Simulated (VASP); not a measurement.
YbSe2:

```
Yb Se
1.0
     0.00000    3.40860    3.40860
     3.40860    0.00000    3.40860
     3.40860    3.40860    0.00000
Yb Se
1 2
Direct
  0.00000 0.00000 0.00000
  0.25000 0.25000 0.25000
  0.75000 0.75000 0.75000
```

Base run:

- Program: VASP 6.6.1
- Functional: PBE
- Potentials or basis: VASP PAW PBE potentials, release 64 (Yb, Se)
- Cutoff: 520 eV
- k mesh: 10 × 10 × 10
- Occupations: gaussian, width 0.05 eV
- Spin: collinear spin, ferromagnetic start
- Starting moments: [1.0, 0.0, 0.0] μB

Its results: pressure -0.3 GPa; net moment -0.04 μB per cell.

Question: The run is repeated on the same cell with these changes: functional from PBE to LDA. What comes out?

Answer: Pressure -4.8 GPa; net moment 0.00 μB per cell.

LDA binds more tightly than PBE, so the same cell stands under less pressure.

Caveats: the cell stands under tension (at least some runs); the PAW data sets were made with another functional, which shifts forces and pressure a little (at least some runs).
